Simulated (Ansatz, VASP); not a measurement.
# Two plane-wave programs on Ta4N

```
CELL_PARAMETERS angstrom
4.87131 0.00000 0.00000
0.00000 4.87131 0.00000
0.00000 0.00000 4.87131
ATOMIC_POSITIONS crystal
Ta 0.50000 0.50000 0.50000
Ta 0.00000 0.50000 0.50000
Ta 0.50000 0.00000 0.50000
Ta 0.50000 0.50000 0.00000
N 0.00000 0.00000 0.00000
```

Change from the starting cell: species swapped into the Mn4N type (Pm-3m, No. 221).

Alike in both runs: functional PBE; k mesh 8 × 8 × 8; occupations gaussian, width 0.1 eV; no spin polarisation.

Ansatz relaxed the structure, and its values are those at the end. VASP's run is a single point on that final structure, the one shown.

|  | VASP | Ansatz |
| --- | --- | --- |
| version | VASP 6.6.1 | Ansatz 0.2.0 |
| potentials or method | VASP PAW PBE potentials, release 64 (Ta_pv, N), cutoff 520 eV | scalar-relativistic, plane waves, PAW |
| valence electrons in the cell | 49 | 57 |

```csv
,VASP,Ansatz,Ansatz less VASP
gap on the k mesh at the Fermi level (eV),none,none,-
pressure (GPa),0.3,0.0,-0.26
```

A gap of «none» marks a metal or a gap that the smearing closes. VASP's potentials hold 49 valence electrons a cell and Ansatz's 57, so a difference there can come from the potentials and not from the codes.

Neither program's run includes spin-orbit coupling.
